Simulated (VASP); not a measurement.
Input of a VASP 6.6.1 run:

File INCAR:

```
  ALGO = Normal
  EDIFF = 1E-6
  ENCUT = 600
  GGA = PE
  GGA_COMPAT = False
  ISIF = 2
  ISMEAR = 0
  IVDW = 12
  LASPH = True
  LCHARG = False
  LREAL = False
  LWAVE = False
  NBANDS = 14
  NELM = 120
  PREC = Accurate
  SIGMA = 0.1
```

Contents of KPOINTS:

```
k-points
0
Gamma
  16 16 16
```

POSCAR

```
TaC
1.0
    0.0000000000      2.2222236456      2.2222236456
    2.2222236456      0.0000000000      2.2222236456
    2.2222236456      2.2222236456      0.0000000000
Ta C
1 1
Direct
    0.0000000000      0.0000000000      0.0000000000
    0.5000000000      0.5000000000      0.5000000000
```

Potentials or basis: VASP PAW PBE potentials, release 64 (Ta_pv, C).

Command:

```console
$ cat potpaw_PBE.64/Ta_pv/POTCAR potpaw_PBE.64/C/POTCAR > POTCAR
$ mpirun -np 1 vasp_std > vasp.out
```

(1) Estimate the dispersion energy per atom.

(2) Predict the pressure.

Results:

(1) -0.463 eV.

(2) 0.6 GPa.

Caveat: pairwise dispersion overbinds metals, which lowers pressure and volume.
